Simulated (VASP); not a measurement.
# PbS (zincblende type) (F-43m) in VASP: a series of runs

PbS (zincblende type) is run at these levels: PBE; tasks: relaxation of cell and atoms.

Everything below comes from runs of VASP 6.6.1. Logs are shortened: lines on timing, memory, paths and dates and some standing lists are left out, and cuts for length are marked.

## 1. The cell of the first run

The structure is cubic, space group F-43m (No. 216). Conventional cell: a = 6.385 Å, b = 6.385 Å, c = 6.385 Å, α = 90.00°, β = 90.00°, γ = 90.00°. Pb (site symmetry -43m) has 4 S at 2.76 Å within 3.6 Å. Within 3.6 Å of S (site symmetry -43m) lie 4 Pb at 2.76 Å.

## 2. Relaxation of cell and atoms, PBE, target pressure 0.011 GPa, at which the enthalpy is minimised

Contents of INCAR:

```
SYSTEM = PbS
PREC = Accurate ; ENCUT = 600
EDIFF = 1E-6 ; ISMEAR = -1
SIGMA = 0.1 ; LREAL = .FALSE.
LASPH = .TRUE. ; NELM = 80
ALGO = Normal ; ISIF = 3
LWAVE = .FALSE. ; LCHARG = .FALSE.
GGA = PE ; IBRION = 2
NSW = 60 ; EDIFFG = -0.005
PSTRESS = 0.10999999999999999
```

Contents of KPOINTS:

```
Automatic mesh
0
G
  11 11 11
  0 0 0
```

Contents of POSCAR:

```
PbS
1.0
    0.0000000000      3.1924392937      3.1924392937
    3.1924392937      0.0000000000      3.1924392937
    3.1924392937      3.1924392937      0.0000000000
Pb S
1 1
Direct
    0.0000000000      0.0000000000      0.0000000000
    0.2500000000      0.2500000000      0.2500000000
```

Potentials or basis: VASP PAW PBE potentials, release 64 (Pb_d, S).

Run with:

```sh
$ cat potpaw_PBE.64/Pb_d/POTCAR potpaw_PBE.64/S/POTCAR > POTCAR
$ mpirun -np 1 vasp_std > vasp.out
```

OUTCAR:

```text
SYSTEM = PbS
   PREC = Accurate
   ENCUT = 600
   EDIFF = 1E-6
   ISMEAR = -1
   LREAL = .FALSE.
   LASPH = .TRUE.
   NELM = 80
   ISIF = 3
   GGA = PE
   IBRION = 2
   NSW = 60
   EDIFFG = -0.005
   PSTRESS = 0.10999999999999999

 ion  position               nearest neighbor table
   1  0.000  0.000  0.000-   2 2.76   2 2.76   2 2.76   2 2.76
   2  0.250  0.250  0.250-   1 2.76   1 2.76   1 2.76   1 2.76

  LATTYP: Found a face centered cubic cell.
 ALAT       =     6.3848785874

  Lattice vectors:

 A1 = (   0.0000000000,   3.1924392937,   3.1924392937)
 A2 = (   3.1924392937,   0.0000000000,   3.1924392937)
 A3 = (   3.1924392937,   3.1924392937,   0.0000000000)

Analysis of symmetry for initial positions (statically):
=====================================================================
 Subroutine PRICEL returns:
 Original cell was already a primitive cell.

 Routine SETGRP: Setting up the symmetry group for a
 face centered cubic supercell.

 Subroutine GETGRP returns: Found 24 space group operations
 (whereof 24 operations were pure point group operations)
 out of a pool of 48 trial point group operations.

The static configuration has the point symmetry T_d .

Analysis of symmetry for dynamics (positions and initial velocities):
=====================================================================
 Subroutine PRICEL returns:
 Original cell was already a primitive cell.

 Routine SETGRP: Setting up the symmetry group for a
 face centered cubic supercell.

 Subroutine GETGRP returns: Found 24 space group operations
 (whereof 24 operations were pure point group operations)
 out of a pool of 48 trial point group operations.

The dynamic configuration has the point symmetry T_d .

 Subroutine INISYM returns: Found 24 space group operations
 (whereof 24 operations are pure point group operations),
 and found     1 'primitive' translations

----------------------------------------------------------------------------------------

                                     Primitive cell

  volume of cell :      65.0726

  direct lattice vectors                    reciprocal lattice vectors
     0.000000000  3.192439294  3.192439294    -0.156620049  0.156620049  0.156620049
     3.192439294  0.000000000  3.192439294     0.156620049 -0.156620049  0.156620049
     3.192439294  3.192439294  0.000000000     0.156620049  0.156620049 -0.156620049

  length of vectors
     4.514790946  4.514790946  4.514790946     0.271273883  0.271273883  0.271273883

  position of ions in fractional coordinates (direct lattice)
     0.000000000  0.000000000  0.000000000
     0.250000000  0.250000000  0.250000000

  ion indices of the primitive-cell ions
[... 92 lines left out ...]
   IALGO  =     38    algorithm
   IMIX   =      4    mixing-type and parameters
     AMIX     =   0.40;   BMIX     =  1.00
     AMIX_MAG =   1.60;   BMIX_MAG =  1.00
  volume/ion in A,a.u.               =      32.54       219.57
  Fermi-wavevector in a.u.,A,eV,Ry     =   1.104805  2.087778 16.607182  1.220593
  Thomas-Fermi vector in A             =   2.241283
   LORBIT       =      0    0 simple, 1 ext, 2 COOP (PROOUT), +10 PAW based schemes
   GGA     = PE    functional components
   LHFCALC =     F    Hartree Fock is set to
   AEXX    =    0.0000 exact exchange contribution
   IVDW    =     0    specifies the selected vdW correction
   LEPSILON=     F    determine dielectric tensor
   LRPA    =     F    only Hartree local field effects (RPA)
 conjugate gradient relaxation of ions
 non-spin polarized calculation
  energy-cutoff  :      600.00
  volume of cell :       65.07
 maximum number of plane-waves:      2187
   NGX = 17   NGY = 17   NGZ = 17

--------------------------------------- Ionic step        1  -------------------------------------------

 number of electron      20.0000000 magnetization

 Free energy of the ion-electron system (eV)
  ---------------------------------------------------
  ext. energy  EPLUGINS =         0.00000000
  ---------------------------------------------------
  free energy    TOTEN  =        -8.28092594 eV

  energy without entropy =       -8.27883655  energy(sigma->0) =       -8.27988125

------------------------ aborting loop because EDIFF is reached ----------------------------------------

  FORCE on cell =-STRESS in cart. coord.  units (eV):
  Direction    XX          YY          ZZ          XY          YZ          ZX
  --------------------------------------------------------------------------------------
  -------------------------------------------------------------------------------------
  Total        2.2081701      2.2081701      2.2081701      0.0000000      0.0000000      0.0000000
  in kB       54.3682266     54.3682266     54.3682266      0.0000000      0.0000000      0.0000000
  external PRESSURE =      54.2582266 kB  Pullay stress =       0.1100000 kB
[... 139 lines left out ...]
--------------------------------------- Ionic step        5  -------------------------------------------

 number of electron      19.9999997 magnetization

 Free energy of the ion-electron system (eV)
  ---------------------------------------------------
  ext. energy  EPLUGINS =         0.00000000
  ---------------------------------------------------
  free energy    TOTEN  =        -8.40786679 eV

  energy without entropy =       -8.40712497  energy(sigma->0) =       -8.40749588

 E-fermi :   3.1712     XC(G=0):  -7.8417

 val. band max:        2.6396291848   @ k =  -0.2727   0.4545   0.1818
 cond. band min:       3.5547359443   @ k =   0.4545   0.4545   0.0000
 fundamental gap:      0.9151067595
 Fermi energy:         3.1712002667

 k-point     1 :       0.0000    0.0000    0.0000
  band No.  band energies     occupation
      1     -13.9416      2.00000
      2     -13.9416      2.00000
      3     -13.9416      2.00000
      4     -13.9092      2.00000
      5     -13.9092      2.00000
      6      -9.7951      2.00000
      7      -3.2944      2.00000
      8       1.0294      2.00000
      9       1.0294      2.00000
     10       1.0294      2.00000
     11       5.1944      0.00000
     12       5.1944      0.00000
     13       5.1945      0.00000
     14       7.9841      0.00000
[... 377 lines left out ...]
      1     -13.9602      2.00000
      2     -13.9341      2.00000
      3     -13.9331      2.00000
      4     -13.9099      2.00000
      5     -13.9066      2.00000
      6      -9.3745      2.00000
      7      -4.3729      2.00000
      8       0.1152      2.00000
      9       0.7594      2.00000
     10       1.5741      2.00000
     11       5.0380      0.00000
     12       5.6956      0.00000
     13       5.9444      0.00000
     14       9.9620      0.00000

 [... further k-points ...]
[... 5 lines left out ...]
  --------------------------------------------------------------------------------------
  -------------------------------------------------------------------------------------
  Total        0.0042763      0.0042763      0.0042763      0.0000000      0.0000000     -0.0000000
  in kB        0.0934330      0.0934330      0.0934330      0.0000000      0.0000000     -0.0000000
  external PRESSURE =      -0.0165670 kB  Pullay stress =       0.1100000 kB
[... 21 lines left out ...]
  energy  without entropy=       -8.4071249672  energy(sigma->0) =       -8.40749588

  enthalpy is  TOTEN    =        -8.4028322858 eV   P V=        0.0050344995

 reached required accuracy - stopping structural energy minimisation
```

OSZICAR:

```text
N       E                     dE             d eps       ncg     rms          rms(c)
DAV:   1     0.171007329288E+03    0.17101E+03   -0.10335E+04  1568   0.157E+03
DAV:   2     0.720823215466E+01   -0.16380E+03   -0.15995E+03  1634   0.365E+02
DAV:   3    -0.845006876656E+01   -0.15658E+02   -0.15363E+02  2114   0.114E+02
[... 45 lines left out ...]
DAV:   2    -0.840794174724E+01    0.51948E-03   -0.11291E-03  1934   0.588E-01    0.481E-02
DAV:   3    -0.840786179464E+01    0.79953E-04   -0.33430E-04  1916   0.323E-01    0.104E-02
DAV:   4    -0.840786444212E+01   -0.26475E-05   -0.84300E-06  1970   0.266E-02    0.648E-03
DAV:   5    -0.840786640624E+01   -0.19641E-05   -0.59273E-07  1138   0.795E-03    0.124E-03
DAV:   6    -0.840786678528E+01   -0.37904E-06   -0.17734E-07   784   0.524E-03
   5 F= -.84028323E+01 E0= -.84024614E+01  d E =-.245862E-04
```

Run time: 2.4 min. Hardware: 1 thread of Intel Xeon Platinum 8488C (Sapphire Rapids), shared host; peak memory 0.26 GiB.

What came out:

* Free energy: -8.4079 eV
* Relaxed volume: 36.66 Å³/atom
* Relaxed cell: a = 4.698 Å, b = 4.698 Å, c = 4.698 Å, α = 60.00°, β = 60.00°, γ = 60.00°
* Space group after relaxing (to 0.1 Å): F-43m (No. 216)
* Energy change on relaxing (the run minimises the enthalpy): -63.5 meV/atom
* Ionic steps: 5
* Pressure after relaxing: 0.0 GPa
* Band gap on the k mesh: 0.92 eV (least direct gap 1.32 eV)

The path:
| step | energy change (eV) | largest force (eV/Å) | pressure (GPa) | volume (Å³) |
| --- | --- | --- | --- | --- |
| 1 | 0.0000 | 0.0000 | 5.44 | 65.07 |
| 2 | -0.1169 | 0.0000 | -1.17 | 76.01 |
| 3 | -0.1269 | 0.0000 | 0.04 | 73.29 |
| 4 | -0.1269 | 0.0000 | -0.04 | 73.46 |
| 5 | -0.1269 | 0.0000 | 0.01 | 73.33 |

Final structure:
```xyz
2
Lattice="0.0000 3.3221 3.3221 3.3221 0.0000 3.3221 3.3221 3.3221 0.0000" Properties=species:S:1:pos:R:3 pbc="T T T"
Pb    6.6442    3.3221    3.3221
S     1.6611    1.6611    1.6611
```

Caveat: the cell is relaxed towards a set pressure, so the run minimises the enthalpy, not the energy; spin-orbit coupling is left out, which moves the levels of the heavy elements; an odd mesh through Γ misses points on the zone boundary, where band edges can lie.

(Continued in part 2 of 2.)
